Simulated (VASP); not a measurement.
# TiC in VASP: a series of runs

TiC is run at these levels: PBE; tasks: single point.

All numbers are computed with VASP 6.6.1; they aren't measurements. Logs are shortened: lines on timing, memory, paths and dates and some standing lists are left out, and cuts for length are marked.

### 1 The cell of the first run

The cell holds a wire or tube with vacuum around it, 4 atoms: a = 11.000 Å, b = 9.300 Å, c = 3.900 Å, α = 90.00°, β = 90.00°, γ = 90.00°.

### 2 Single point, PBE, collinear spin

INCAR reads:

```
ALGO = Normal ; EDIFF = 1E-6
ENCUT = 520 ; GGA = PE
ISIF = 2 ; ISMEAR = 0
ISPIN = 2 ; LASPH = True
LCHARG = True ; LELF = True
LMAXMIX = 4 ; LORBIT = 11
LREAL = False ; LVHAR = True
LWAVE = False ; MAGMOM = 1.5 1.5 0.5 0.5
NBANDS = 28 ; NELM = 150
PREC = Accurate ; SIGMA = 0.05
```

KPOINTS reads:

```
k-points
0
Gamma
  1 1 17
```

POSCAR reads:

```
TiC
1.0
   11.0000000000      0.0000000000      0.0000000000
    0.0000000000      9.3000000000      0.0000000000
    0.0000000000      0.0000000000      3.8995393260
Ti C
2 2
Direct
    0.4069428115      0.5000000000      0.0000000000
    0.5930571885      0.5000000000      0.5000000000
    0.4069428115      0.5000000000      0.5000000000
    0.5930571885      0.5000000000      0.0000000000
```

Potentials or basis: VASP PAW PBE potentials, release 64 (Ti_sv, C).

Launch:

```sh
cat potpaw_PBE.64/Ti_sv/POTCAR potpaw_PBE.64/C/POTCAR > POTCAR
mpirun -np 1 vasp_std > vasp.out
```

OUTCAR:

```text
EDIFF = 1E-6
   ENCUT = 520
   GGA = PE
   ISIF = 2
   ISMEAR = 0
   ISPIN = 2
   LASPH = True
   LORBIT = 11
   LREAL = False
   NELM = 150
   PREC = Accurate

 ion  position               nearest neighbor table
   1  0.407  0.500  0.000-   3 1.95   3 1.95   4 2.05   2 2.83   2 2.83
   2  0.593  0.500  0.500-   4 1.95   4 1.95   3 2.05   1 2.83   1 2.83
   3  0.407  0.500  0.500-   1 1.95   1 1.95   2 2.05
   4  0.593  0.500  0.000-   2 1.95   2 1.95   1 2.05

  LATTYP: Found a simple orthorhombic cell.
 ALAT       =     3.8995393260
 B/A-ratio  =     2.3848970923
 C/A-ratio  =     2.8208460232

  Lattice vectors:

 A1 = (   0.0000000000,   0.0000000000,  -3.8995393260)
 A2 = (   0.0000000000,   9.3000000000,   0.0000000000)
 A3 = (  11.0000000000,   0.0000000000,   0.0000000000)

Analysis of symmetry for initial positions (statically):
=====================================================================
 Subroutine PRICEL returns:
 Original cell was already a primitive cell.

 Routine SETGRP: Setting up the symmetry group for a
 simple orthorhombic supercell.

 Subroutine GETGRP returns: Found  8 space group operations
 (whereof  4 operations were pure point group operations)
 out of a pool of  8 trial point group operations.

The static configuration has the point symmetry C_2v.
 The point group associated with its full space group is D_2h.

Analysis of symmetry for dynamics (positions and initial velocities):
=====================================================================
 Subroutine PRICEL returns:
 Original cell was already a primitive cell.

 Routine SETGRP: Setting up the symmetry group for a
 simple orthorhombic supercell.

 Subroutine GETGRP returns: Found  8 space group operations
 (whereof  4 operations were pure point group operations)
 out of a pool of  8 trial point group operations.

The dynamic configuration has the point symmetry C_2v.
 The point group associated with its full space group is D_2h.

Analysis of structural, dynamic, and magnetic symmetry:
=====================================================================
 Subroutine PRICEL returns:
 Original cell was already a primitive cell.

[... 118 lines left out ...]
  Fermi-wavevector in a.u.,A,eV,Ry     =   0.706039  1.334220  6.782377  0.498491
  Thomas-Fermi vector in A             =   1.791712
   LORBIT       =     11    0 simple, 1 ext, 2 COOP (PROOUT), +10 PAW based schemes
   GGA     = PE    functional components
   LHFCALC =     F    Hartree Fock is set to
   AEXX    =    0.0000 exact exchange contribution
   IVDW    =     0    specifies the selected vdW correction
   LEPSILON=     F    determine dielectric tensor
   LRPA    =     F    only Hartree local field effects (RPA)
 spin polarized calculation
 Gauss-broadening in eV      SIGMA  =   0.05
  energy-cutoff  :      520.00
  volume of cell :      398.92
 maximum number of plane-waves:     10797
 NGX is ok and might be reduce to    84
   NGX = 41   NGY = 35   NGZ = 15

 number of electron      31.9999999 magnetization       0.0007401

 number of electron      31.9999999 magnetization      -0.0001428

 Free energy of the ion-electron system (eV)
  ---------------------------------------------------
  ext. energy  EPLUGINS =         0.00000000
  ---------------------------------------------------
  free energy    TOTEN  =       -29.10832357 eV

  energy without entropy =      -29.10828293  energy(sigma->0) =      -29.10830325

 E-fermi :  -1.9795     XC(G=0):  -2.8354

 val. band max:       -2.0907357878   @ k =   0.0000   0.0000   0.0000
 cond. band min:      -1.8627887977   @ k =   0.0000   0.0000   0.1176
 fundamental gap:      0.2279469901
 Fermi energy:        -1.9795456504

 spin component 1

 k-point     1 :       0.0000    0.0000    0.0000
  band No.  band energies     occupation
      1     -59.1860      1.00000
      2     -59.1251      1.00000
      3     -35.8156      1.00000
      4     -35.7647      1.00000
      5     -35.5811      1.00000
      6     -35.3455      1.00000
[... 268 lines left out ...]
     27       2.8934      0.00000
     28       3.0007      0.00000
 Fermi energy:        -1.9795456504

 spin component 2

 k-point     1 :       0.0000    0.0000    0.0000
  band No.  band energies     occupation
      1     -59.1860      1.00000
      2     -59.1251      1.00000
      3     -35.8157      1.00000
      4     -35.7648      1.00000
      5     -35.5811      1.00000
      6     -35.3455      1.00000
[... 268 lines left out ...]
     27       2.8933      0.00000
     28       3.0006      0.00000

------------------------ aborting loop because EDIFF is reached ----------------------------------------

  FORCE on cell =-STRESS in cart. coord.  units (eV):
  Direction    XX          YY          ZZ          XY          YZ          ZX
  --------------------------------------------------------------------------------------
  -------------------------------------------------------------------------------------
  Total       -4.4724286     -0.0421961      3.8212343      0.0000000      0.0000000      0.0000000
  in kB      -17.9624287     -0.1694705     15.3470642      0.0000000      0.0000000      0.0000000
  external PRESSURE =      -0.9282783 kB  Pullay stress =       0.0000000 kB

 VOLUME and BASIS-vectors are now :
 -----------------------------------------------------------------------------
  energy-cutoff  :      520.00
  volume of cell :      398.92
      direct lattice vectors                 reciprocal lattice vectors
    11.000000000  0.000000000  0.000000000     0.090909091  0.000000000  0.000000000
     0.000000000  9.300000000  0.000000000     0.000000000  0.107526882  0.000000000
     0.000000000  0.000000000  3.899539326     0.000000000  0.000000000  0.256440548

 POSITION                                       TOTAL-FORCE (eV/Angst)
 -----------------------------------------------------------------------------------
      4.47637      4.65000      0.00000         0.533374      0.000000      0.000000
      6.52363      4.65000      1.94977        -0.533374      0.000000      0.000000
      4.47637      4.65000      1.94977         1.654388      0.000000      0.000000
      6.52363      4.65000      0.00000        -1.654388      0.000000      0.000000
 -----------------------------------------------------------------------------------
    total drift:                               -0.000000      0.000000      0.000000

  FREE ENERGIE OF THE ION-ELECTRON SYSTEM (eV)
  ---------------------------------------------------
  free  energy   TOTEN  =       -29.1083235667 eV

  energy  without entropy=      -29.1082829304  energy(sigma->0) =      -29.10830325

 total charge

# of ion       s       p       d       tot
------------------------------------------
    1        2.198   6.180   2.041  10.419
    2        2.198   6.180   2.041  10.419
    3        0.931   1.442   0.000   2.373
    4        0.931   1.442   0.000   2.373
--------------------------------------------------
tot          6.257  15.244   4.081  25.583

 magnetization (x)

# of ion       s       p       d       tot
------------------------------------------
    1        0.000   0.000  -0.000  -0.000
    2        0.000   0.000  -0.000  -0.000
    3        0.000   0.000   0.000   0.000
    4        0.000   0.000   0.000   0.000
--------------------------------------------------
tot          0.000   0.000  -0.000   0.000
```

OSZICAR:

```text
N       E                     dE             d eps       ncg     rms          rms(c)
DAV:   1     0.248937861411E+03    0.24894E+03   -0.14699E+04  1280   0.878E+02
[... 22 lines left out ...]
DAV:  24    -0.291083281699E+02   -0.66410E-04   -0.88961E-05   888   0.336E-02    0.124E-02
DAV:  25    -0.291083144900E+02    0.13680E-04   -0.40888E-05  1016   0.270E-02    0.462E-03
DAV:  26    -0.291082952125E+02    0.19278E-04   -0.14965E-05  1028   0.126E-02    0.228E-03
DAV:  27    -0.291083105424E+02   -0.15330E-04   -0.77782E-06   952   0.109E-02    0.988E-04
DAV:  28    -0.291083217645E+02   -0.11222E-04   -0.92129E-06   912   0.847E-03    0.528E-04
DAV:  29    -0.291083232070E+02   -0.14425E-05   -0.41830E-06   996   0.575E-03    0.476E-04
DAV:  30    -0.291083235667E+02   -0.35971E-06   -0.19179E-06   808   0.387E-03
   1 F= -.29108324E+02 E0= -.29108303E+02  d E =-.406363E-04  mag=    -0.0000
```

It took 7.2 min on 1 thread of Intel Xeon Platinum 8488C (Sapphire Rapids), shared host; peak memory 0.62 GiB.

Results:

* Free energy: -29.1083 eV
* Largest force: 1.654 eV/Å
* Band gap on the k mesh: 0.23 eV (least direct gap 0.42 eV)
* Net moment: 0.00 μB per cell
* Valence electrons inside the program's atomic spheres: Ti 10.42; C 2.37

Forces on the atoms (eV/Å):
```
Ti   0.533  0.000  0.000
Ti  -0.533  0.000  0.000
C    1.654  0.000  0.000
C   -1.654  0.000  0.000
```

Levels at points of the mesh, in eV from the valence-band top:
Spin up:
```tsv
k point	band 12	band 13	band 14	band 15	band 16	band 17	band 18	band 19	band 20	band 21
(0.00, 0.00, 0.00)	-1.57	-1.44	-1.13	-0.68	0.00	0.55	0.61	0.77	1.02	1.16
```
Spin down:
```csv
k point,band 13,band 14,band 15,band 16,band 17,band 18,band 19,band 20
"(0.00, 0.00, 0.00)",-1.44,-1.13,-0.68,0.00,0.55,0.61,0.77,1.02
```

### 3 Single point, PBE, collinear spin

This run uses another cell than the first one.

INCAR reads:

```
SYSTEM = TiC
PREC     = Accurate       ! precision mode
ENCUT    = 520            ! plane-wave cutoff, eV
EDIFF    = 1E-7           ! SCF threshold, eV
ISMEAR   = 0              ! smearing method
SIGMA    = 0.05           ! smearing width, eV
LREAL    = .False.        ! projectors in reciprocal space
LASPH    = .True.         ! aspherical terms in the spheres
NELM     = 150            ! most SCF steps
ALGO     = Normal         ! electronic algorithm
ISIF     = 2              ! what is computed and relaxed
LWAVE    = .False.        ! write WAVECAR
LCHARG   = .False.        ! write CHGCAR
ISPIN    = 2              ! spin polarisation
MAGMOM   = 1.5 1.5 0.5 0.5 ! initial moments
LORBIT   = 11             ! projections on sites
LMAXMIX  = 4              ! l up to which the mixer works
GGA      = PE             ! functional
NBANDS   = 28             ! bands
```

KPOINTS reads:

```
Automatic mesh
0
Gamma
  1 1 17
  0 0 0
```

POSCAR reads:

```
TiC
1.0
   11.0000000000      0.0000000000      0.0000000000
    0.0000000000      9.3000000000      0.0000000000
    0.0000000000      0.0000000000      3.9895254110
Ti C
2 2
Direct
    0.4095837345      0.5000000000      0.0000000000
    0.5904162655      0.5000000000      0.5000000000
    0.4167074563      0.5000000000      0.5000000000
    0.5832925437      0.5000000000      0.0000000000
```

Potentials or basis: VASP PAW PBE potentials, release 64 (Ti_sv, C).

Launch:

```sh
cat potpaw_PBE.64/Ti_sv/POTCAR potpaw_PBE.64/C/POTCAR > POTCAR
mpirun -np 1 vasp_std > vasp.out
```

Run time: 8.2 min. Hardware: 1 thread of Intel Xeon Platinum 8488C (Sapphire Rapids), shared host; peak memory 0.64 GiB.

Results (log left out):

| Property | Result |
| --- | --- |
| Free energy | -29.3586 eV |
| Largest force | 0.053 eV/Å |
| Band gap on the k mesh | 0.21 eV (least direct gap 0.40 eV) |
| Net moment | 0.00 μB per cell |
| Valence electrons inside the program's atomic spheres | Ti 10.46; C 2.39 |

Forces on the atoms (eV/Å):
```
Ti  -0.053  0.000  0.000
Ti   0.053  0.000  0.000
C   -0.010  0.000  0.000
C    0.010  0.000  0.000
```

Levels at points of the mesh, in eV from the valence-band top:
Spin up:
| k point | band 14 | band 15 | band 16 | band 17 | band 18 | band 19 |
| --- | --- | --- | --- | --- | --- | --- |
| (0.00, 0.00, 0.00) | -1.51 | -0.77 | 0.00 | 0.48 | 0.61 | 0.97 |
Spin down:
```tsv
k point	band 14	band 15	band 16	band 17	band 18	band 19
(0.00, 0.00, 0.00)	-1.51	-0.77	0.00	0.48	0.61	0.97
```
